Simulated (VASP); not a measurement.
# SiO2: single point with PBE

Crystal: SiO2.

```
Si O
1.0
     4.33120    0.00000    0.00000
     0.00000    4.33120    0.00000
     0.00000    0.00000    2.36700
Si O
2 4
Direct
  0.50000 0.50000 0.50000
  0.00000 0.00000 0.00000
  0.69301 0.69301 0.00000
  0.19301 0.80699 0.50000
  0.30699 0.30699 0.00000
  0.80699 0.19301 0.50000
```

| Item | Value |
| --- | --- |
| Program | VASP 6.6.1 |
| Task | single point |
| Functional | PBE |
| Potentials or basis | VASP PAW PBE potentials, release 64 (Si, O) |
| Cutoff | 520 eV |
| k mesh | 6 × 6 × 8 |
| Occupations | gaussian, width 0.05 eV |
| Spin | no spin polarisation |

* Pressure: 44.9 GPa
* Largest force: 0.025 eV/Å
* Band gap on the k mesh: 6.56 eV, direct

Forces on the atoms (eV/Å):
```
Si   0.000  0.000  0.000
Si   0.000  0.000  0.000
O    0.017  0.017  0.000
O    0.017 -0.017  0.000
O   -0.017 -0.017  0.000
O   -0.017  0.017  0.000
```

Stress tensor (GPa, compression positive):
```
  9.86   0.00   0.00
  0.00   9.86   0.00
  0.00   0.00 115.00
```

Levels at points of the mesh, in eV from the valence-band top:
```csv
k point,band 12,band 13,band 14,band 15,band 16,band 17,band 18,band 19,band 20,band 21
"(0.00, 0.00, 0.00)",-1.85,-1.26,-0.95,-0.95,0.00,6.56,9.94,10.77,10.77,11.48
"(0.50, 0.00, 0.00)",-2.62,-1.51,-1.51,-1.23,-1.23,8.85,8.85,11.17,11.17,12.20
"(0.50, 0.50, 0.00)",-2.28,-2.27,-2.27,-1.91,-1.91,9.24,9.24,11.27,11.27,13.21
"(0.00, 0.00, 0.50)",-4.62,-2.56,-2.56,-2.45,-2.45,9.68,9.68,12.21,12.21,12.73
"(0.50, 0.00, 0.50)",-3.90,-2.35,-2.35,-1.54,-1.54,9.21,9.21,9.34,9.34,12.62
"(0.50, 0.50, 0.50)",-4.56,-1.91,-1.91,-1.35,-1.35,7.50,7.50,11.11,11.11,11.49
```

It took 20 s on 1 thread of Intel(R) Xeon(R) Platinum 8488C (Sapphire Rapids), on a shared host, peak memory 0.16 GiB.

A k mesh can miss the band edges. As with any semilocal functional, this PBE gap is likely too small.
